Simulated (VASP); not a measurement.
# Mn (Pm-3m) in VASP: notebook

Mn is run at these levels: LDA; tasks: single point.

Program: VASP 6.6.1. These are calculated values, not measurements. Logs are shortened: lines on timing, memory, paths and dates and some standing lists are left out, and cuts for length are marked.

## 1. The cell of the first run

It takes space group Pm-3m (No. 221, cubic). The conventional cell has a = 1.826 Å, b = 1.826 Å, c = 1.826 Å, α = 90.00°, β = 90.00°, γ = 90.00°. Within 2.4 Å of Mn (site symmetry m-3m) lie 6 Mn at 1.83 Å.

## 2. Single point, LDA, collinear spin, ferromagnetic start (volume scaled by 0.55)

INCAR

```
SYSTEM = Mn
PREC = Accurate ; ENCUT = 520
EDIFF = 1E-7 ; ISMEAR = -1
SIGMA = 0.1 ; LREAL = .False.
LASPH = .True. ; NELM = 150
ALGO = Normal ; ISIF = 2
LWAVE = .False. ; LCHARG = .True.
ISPIN = 2 ; MAGMOM = 3
LORBIT = 11 ; LMAXMIX = 4
GGA = CA ; LELF = .True.
LVHAR = .True. ; NBANDS = 16
```

KPOINTS

```
Automatic mesh
0
Gamma
  19 19 19
  0 0 0
```

POSCAR

```
Mn
1.0
    1.8264358116      0.0000000000      0.0000000000
    0.0000000000      1.8264358116      0.0000000000
    0.0000000000      0.0000000000      1.8264358116
Mn
1
Direct
    0.0000000000      0.0000000000      0.0000000000
```

Potentials or basis: VASP PAW LDA potentials, release 64 (Mn_pv).

Command:

```bash
$ cat potpaw_LDA.64/Mn_pv/POTCAR > POTCAR
$ mpirun -np 1 vasp_std > vasp.out
```

OUTCAR:

```text
SYSTEM = Mn
   PREC = Accurate
   ENCUT = 520
   EDIFF = 1E-7
   ISMEAR = -1
   LREAL = .False.
   LASPH = .True.
   NELM = 150
   ISIF = 2
   ISPIN = 2
   LORBIT = 11
   GGA = CA

 ion  position               nearest neighbor table
   1  0.000  0.000  0.000-

  LATTYP: Found a simple cubic cell.
 ALAT       =     1.8264358116

  Lattice vectors:

 A1 = (   1.8264358116,   0.0000000000,   0.0000000000)
 A2 = (   0.0000000000,   1.8264358116,   0.0000000000)
 A3 = (   0.0000000000,   0.0000000000,   1.8264358116)

Analysis of symmetry for initial positions (statically):
=====================================================================
 Subroutine PRICEL returns:
 Original cell was already a primitive cell.

 Routine SETGRP: Setting up the symmetry group for a
 simple cubic supercell.

 Subroutine GETGRP returns: Found 48 space group operations
 (whereof 48 operations were pure point group operations)
 out of a pool of 48 trial point group operations.

The static configuration has the point symmetry O_h .

Analysis of symmetry for dynamics (positions and initial velocities):
=====================================================================
 Subroutine PRICEL returns:
 Original cell was already a primitive cell.

 Routine SETGRP: Setting up the symmetry group for a
 simple cubic supercell.

 Subroutine GETGRP returns: Found 48 space group operations
 (whereof 48 operations were pure point group operations)
 out of a pool of 48 trial point group operations.

The dynamic configuration has the point symmetry O_h .

Analysis of structural, dynamic, and magnetic symmetry:
=====================================================================
 Subroutine PRICEL returns:
 Original cell was already a primitive cell.

 Routine SETGRP: Setting up the symmetry group for a
 simple cubic supercell.

 Subroutine GETGRP returns: Found 48 space group operations
 (whereof 48 operations were pure point group operations)
 out of a pool of 48 trial point group operations.

The overall configuration has the point symmetry O_h .

 Subroutine INISYM returns: Found 48 space group operations
 (whereof 48 operations are pure point group operations),
 and found     1 'primitive' translations

----------------------------------------------------------------------------------------

                                     Primitive cell

  volume of cell :       6.0927

  direct lattice vectors                    reciprocal lattice vectors
     1.826435812  0.000000000  0.000000000     0.547514451  0.000000000  0.000000000
     0.000000000  1.826435812  0.000000000     0.000000000  0.547514451  0.000000000
     0.000000000  0.000000000  1.826435812     0.000000000  0.000000000  0.547514451

  length of vectors
     1.826435812  1.826435812  1.826435812     0.547514451  0.547514451  0.547514451

  position of ions in fractional coordinates (direct lattice)
     0.000000000  0.000000000  0.000000000

  ion indices of the primitive-cell ions
   primitive index   ion index
                 1           1

----------------------------------------------------------------------------------------

 KPOINTS: Automatic mesh

Automatic generation of k-mesh.
 Grid dimensions read from file:
 generate k-points for:   19   19   19

 Generating k-lattice:

  Cartesian coordinates                     Fractional coordinates (reciprocal lattice)
     0.028816550  0.000000000  0.000000000     0.052631579  0.000000000  0.000000000
     0.000000000  0.028816550  0.000000000     0.000000000  0.052631579  0.000000000
     0.000000000  0.000000000  0.028816550     0.000000000  0.000000000  0.052631579

  Length of vectors
     0.028816550  0.028816550  0.028816550

  Shift w.r.t. Gamma in fractional coordinates (k-lattice)
     0.000000000  0.000000000  0.000000000

 Subroutine IBZKPT returns following result:
 ===========================================

 Found    220 irreducible k-points:

 Following reciprocal coordinates:
            Coordinates               Weight
  0.000000  0.000000  0.000000      1.000000
  0.052632  0.000000  0.000000      6.000000
  0.105263  0.000000  0.000000      6.000000
  0.157895  0.000000  0.000000      6.000000
  0.210526  0.000000  0.000000      6.000000
  0.263158  0.000000  0.000000      6.000000
[... 16 lines left out ...]
  0.263158  0.105263  0.000000     24.000000
  0.315789  0.105263  0.000000     24.000000
 [... further k-points ...]
   k-points           NKPTS =    220   k-points in BZ     NKDIM =    220   number of bands    NBANDS=     16
   number of dos      NEDOS =    301   number of ions     NIONS =      1
   total plane-waves  NPLWV =   2744
   dimension x,y,z NGX =    14 NGY =   14 NGZ =   14
   dimension x,y,z NGXF=    28 NGYF=   28 NGZF=   28
   ions per type =               1
   NGX,Y,Z   is equivalent  to a cutoff of  12.74, 12.74, 12.74 a.u.
   NGXF,Y,Z  is equivalent  to a cutoff of  25.49, 25.49, 25.49 a.u.
 SYSTEM =  Mn
   PREC   = accura    normal or accurate (medium, high low for compatibility)
   ISTART =      0    job   : 0-new  1-cont  2-samecut
   ICHARG =      2    charge: 1-file 2-atom 10-const
   ISPIN  =      2    spin polarized calculation?
   LNONCOLLINEAR =      F non collinear calculations
   LSORBIT =      F    spin-orbit coupling
   LASPH  =      T    aspherical Exc in radial PAW
   ENCUT  =  520.0 eV  38.22 Ry    6.18 a.u.   3.40  3.40  3.40*2*pi/ulx,y,z
   NELM   =    150;   NELMIN=  2; NELMDL= -5     # of ELM steps
   EDIFF  = 0.1E-06   stopping-criterion for ELM
   LREAL  =      F    real-space projection
   EDIFFG = 0.1E-05   stopping-criterion for IOM
   NSW    =      0    number of steps for IOM
   IBRION =     -1    ionic relax: 0-MD 1-quasi-New 2-CG
   NFREE  =      0    steps in history (QN), initial steepest desc. (CG)
   ISIF   =      2    stress and relaxation
   ISYM   =      2    0-nonsym 1-usesym 2-fastsym
   POTIM  = 0.5000    time-step for ionic-motion
   TEBEG  =    0.0;   TEEND  =   0.0 temperature during run
   PSTRESS=    0.0 pullay stress
   NELECT =      13.0000    total number of electrons
   NUPDOWN=      -1.0000    fix difference up-down
   EMIN   =  10.00;   EMAX   =-10.00  energy-range for DOS
   EFERMI =   0.00;   METHOD = LEGACY
   ISMEAR =    -1;   SIGMA  =   0.10  broadening in eV -4-tet -1-fermi 0-gaus
   EFERMI_NEDOS =   21; number of points for ismear=-14 and -15
   IALGO  =     38    algorithm
   IMIX   =      4    mixing-type and parameters
     AMIX     =   0.40;   BMIX     =  1.00
     AMIX_MAG =   1.60;   BMIX_MAG =  1.00
  volume/ion in A,a.u.               =       6.09        41.12
  Fermi-wavevector in a.u.,A,eV,Ry     =   2.107584  3.982756 60.435852  4.441910
  Thomas-Fermi vector in A             =   3.095611
   LORBIT       =     11    0 simple, 1 ext, 2 COOP (PROOUT), +10 PAW based schemes
   GGA     = CA    functional components
   LHFCALC =     F    Hartree Fock is set to
   AEXX    =    0.0000 exact exchange contribution
   IVDW    =     0    specifies the selected vdW correction
   LEPSILON=     F    determine dielectric tensor
   LRPA    =     F    only Hartree local field effects (RPA)
 spin polarized calculation
  energy-cutoff  :      520.00
  volume of cell :        6.09
 maximum number of plane-waves:       174
 NGX is ok and might be reduce to    14
   NGX =  7   NGY =  7   NGZ =  7

 number of electron      12.9999964 magnetization       0.0000564

 number of electron      12.9999964 magnetization      -0.0000137

 Free energy of the ion-electron system (eV)
  ---------------------------------------------------
  ext. energy  EPLUGINS =         0.00000000
  ---------------------------------------------------
  free energy    TOTEN  =        -3.91411872 eV

  energy without entropy =       -3.88934761  energy(sigma->0) =       -3.90173316

 E-fermi :  21.5208     XC(G=0): -18.0181

 val. band max:       21.4865292597   @ k =   0.2632   0.2105   0.1053
 cond. band min:      21.5391679303   @ k =   0.4211   0.4211   0.0526
 fundamental gap:      0.0526386706
 Fermi energy:        21.5207955070

 spin component 1

 k-point     1 :       0.0000    0.0000    0.0000
  band No.  band energies     occupation
      1     -25.1496      1.00000
      2     -25.1496      1.00000
      3     -25.1496      1.00000
      4      11.4017      1.00000
      5      12.9687      1.00000
      6      12.9687      1.00000
[... 8 lines left out ...]
     15      61.5284      0.00000
     16      70.1199      0.00000

 k-point     2 :       0.0526    0.0000    0.0000
  band No.  band energies     occupation
      1     -25.3217      1.00000
      2     -25.1351      1.00000
      3     -25.1351      1.00000
      4      11.5606      1.00000
      5      13.0123      1.00000
      6      13.1717      1.00000
[... 8 lines left out ...]
     15      62.2833      0.00000
     16      70.6904      0.00000
[... 387 lines left out ...]
      5      14.7399      1.00000
      6      17.6333      1.00000
[... 8 lines left out ...]
     15      67.5693      0.00000
     16      73.6778      0.00000

 k-point    24 :       0.3158    0.1053    0.0000
  band No.  band energies     occupation
      1     -29.0656      1.00000
      2     -25.3751      1.00000
      3     -24.7122      1.00000
      4      14.5238      1.00000
      5      15.2331      1.00000
      6      18.3524      1.00000
[... 8 lines left out ...]
     15      67.2752      0.00000
     16      72.6680      0.00000

 [... further k-points ...]

 spin component 2

 k-point     1 :       0.0000    0.0000    0.0000
  band No.  band energies     occupation
      1     -25.1497      1.00000
      2     -25.1497      1.00000
      3     -25.1497      1.00000
      4      11.4017      1.00000
      5      12.9687      1.00000
      6      12.9687      1.00000
[... 8 lines left out ...]
     15      61.5284      0.00000
     16      70.1199      0.00000

 k-point     2 :       0.0526    0.0000    0.0000
  band No.  band energies     occupation
      1     -25.3217      1.00000
      2     -25.1351      1.00000
      3     -25.1351      1.00000
      4      11.5606      1.00000
      5      13.0123      1.00000
      6      13.1716      1.00000
[... 8 lines left out ...]
     15      62.2833      0.00000
     16      70.6904      0.00000
[... 387 lines left out ...]
      5      14.7399      1.00000
      6      17.6333      1.00000
[... 8 lines left out ...]
     15      67.5693      0.00000
     16      73.6778      0.00000

 k-point    24 :       0.3158    0.1053    0.0000
  band No.  band energies     occupation
      1     -29.0656      1.00000
      2     -25.3751      1.00000
      3     -24.7123      1.00000
      4      14.5238      1.00000
      5      15.2331      1.00000
      6      18.3523      1.00000
[... 8 lines left out ...]
     15      67.2752      0.00000
     16      72.6680      0.00000

 [... further k-points ...]

------------------------ aborting loop because EDIFF is reached ----------------------------------------

  FORCE on cell =-STRESS in cart. coord.  units (eV):
  Direction    XX          YY          ZZ          XY          YZ          ZX
  --------------------------------------------------------------------------------------
  -------------------------------------------------------------------------------------
  Total       22.7066594     22.7066594     22.7066594     -0.0000000     -0.0000000     -0.0000000
  in kB     5971.0483328   5971.0483328   5971.0483328     -0.0000000     -0.0000000     -0.0000000
  external PRESSURE =    5971.0483328 kB  Pullay stress =       0.0000000 kB

 VOLUME and BASIS-vectors are now :
 -----------------------------------------------------------------------------
  energy-cutoff  :      520.00
  volume of cell :        6.09
      direct lattice vectors                 reciprocal lattice vectors
     1.826435812  0.000000000  0.000000000     0.547514451  0.000000000  0.000000000
     0.000000000  1.826435812  0.000000000     0.000000000  0.547514451  0.000000000
     0.000000000  0.000000000  1.826435812     0.000000000  0.000000000  0.547514451

 POSITION                                       TOTAL-FORCE (eV/Angst)
 -----------------------------------------------------------------------------------
      0.00000      0.00000      0.00000         0.000000      0.000000      0.000000
 -----------------------------------------------------------------------------------
    total drift:                                0.000000     -0.000000     -0.000000

  FREE ENERGIE OF THE ION-ELECTRON SYSTEM (eV)
  ---------------------------------------------------
  free  energy   TOTEN  =        -3.9141187161 eV

  energy  without entropy=       -3.8893476125  energy(sigma->0) =       -3.90173316

 total charge

# of ion       s       p       d       tot
------------------------------------------
    1        0.675   6.816   6.564  14.054

 magnetization (x)

# of ion       s       p       d       tot
------------------------------------------
    1        0.000  -0.000   0.000   0.000
```

It took 19 s on 1 thread of AMD EPYC 9R45 (Zen 5), shared host; peak memory 0.11 GiB.

Results:

```yaml
Free_energy: -3.9141 eV
Pressure: 597.1 GPa
Net_moment: 0.00 μB per cell
```

Caveat: the starting moments collapsed, and a magnetic state may lie lower.

[end of part 1 of 2]
